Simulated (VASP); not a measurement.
P2S: relaxation of cell and atoms with PBE

P2S:

```
CELL_PARAMETERS angstrom
3.45160 0.00000 0.00000
0.00000 3.45160 0.00000
0.00000 0.00000 8.60803
ATOMIC_POSITIONS crystal
P 0.00000 0.50000 0.29739
P 0.00000 0.50000 0.79739
P 0.50000 0.00000 0.70261
P 0.50000 0.00000 0.20261
S 0.00000 0.00000 0.00000
S 0.50000 0.50000 0.50000
```

The cell was built from a structure type or drawn by symmetry, and may not be a known phase.

| Item | Value |
| --- | --- |
| Program | VASP 6.6.1 |
| Task | relaxation of cell and atoms |
| Functional | PBE |
| Potentials or basis | VASP PAW PBE potentials, release 64 (P, S) |
| Cutoff | 600 eV |
| k mesh | 6 × 6 × 2 |
| Occupations | gaussian, width 0.1 eV |
| Spin | no spin polarisation |
| Dipole correction | no |
| Further INCAR settings | ALGO = Normal; EDIFF = 1e-07; IBRION = 2; EDIFFG = -0.04; NSW = 90; ISIF = 3 |

```json
{
 "Relaxed volume": "16.94 Å³/atom",
 "Relaxed cell": "a = 3.379 Å, b = 3.379 Å, c = 8.902 Å, α = 90.00°, β = 90.00°, γ = 90.00°",
 "Space group after relaxing (to 0.1 Å)": "P4_2/nmc (No. 137)",
 "Energy gained by relaxing": "13.4 meV/atom",
 "Ionic steps": "5",
 "Pressure after relaxing": "-0.1 GPa",
 "Largest force after relaxing": "0.007 eV/Å",
 "Band gap on the k mesh": "zero (bands 16 and 17 overlap by 1.20 eV)"
}
```

Forces in eV/Å, atoms in the order of the input:
```
P    0.000  0.000 -0.007
P    0.000  0.000 -0.007
P    0.000  0.000  0.007
P    0.000  0.000  0.007
S    0.000  0.000  0.000
S    0.000  0.000  0.000
```

Stress tensor (GPa, compression positive):
```
-0.10  0.00  0.00
 0.00 -0.10  0.00
 0.00  0.00 -0.17
```

Step by step:
```
step  energy change (eV)  largest force (eV/Å)  pressure (GPa)  volume (Å³)
   1              0.0000                0.0186           -0.56       102.55
   2             -0.0696                0.0200           -0.06       101.62
   3             -0.0800                0.0220            0.32       101.09
   4             -0.0800                0.0217            0.34       101.06
   5             -0.0805                0.0066           -0.12       101.63
```

Final structure:
```cif
data_structure
_symmetry_space_group_name_H-M 'P 1'
_symmetry_Int_Tables_number 1
_cell_length_a 3.3789
_cell_length_b 3.3789
_cell_length_c 8.9016
_cell_angle_alpha 90.000
_cell_angle_beta 90.000
_cell_angle_gamma 90.000
_cell_volume 101.63
loop_
_atom_site_label
_atom_site_type_symbol
_atom_site_fract_x
_atom_site_fract_y
_atom_site_fract_z
_atom_site_occupancy
P1 P 0.00000 0.50000 0.29743 1
P2 P 0.00000 0.50000 0.79743 1
P3 P 0.50000 0.00000 0.70257 1
P4 P 0.50000 0.00000 0.20257 1
S1 S 0.00000 0.00000 0.00000 1
S2 S 0.50000 0.50000 0.50000 1
```

Levels at points of the mesh, in eV from the Fermi level:
```
           k point  band 13  band 14  band 15  band 16  band 17  band 18  band 19  band 20
(0.00, 0.00, 0.00)    -2.71    -2.71    -0.83     0.07     0.07     1.03     1.09     1.20
(0.50, 0.00, 0.00)    -0.47    -0.47    -0.32    -0.32     0.88     0.88     1.13     1.13
(0.50, 0.50, 0.00)    -3.58    -3.58    -2.44    -2.44    -0.78    -0.78     1.57     1.57
(0.00, 0.00, 0.50)    -1.65    -1.65    -0.83    -0.83    -0.13    -0.13     1.34     1.34
(0.50, 0.00, 0.50)    -1.81    -1.81    -0.53    -0.53     0.97     0.97     1.16     1.16
(0.50, 0.50, 0.50)    -4.94    -4.94    -2.79    -2.79     1.27     1.27     1.27     1.27
```

Run time: 90 s on 1 thread of Intel(R) Xeon(R) 6975P-C (Granite Rapids), with other jobs on the host, peak memory 0.23 GiB.

Caveat: the k points lie up to 0.35 Å⁻¹ apart in the final cell, too coarse for converged energies and pressures of a metal.
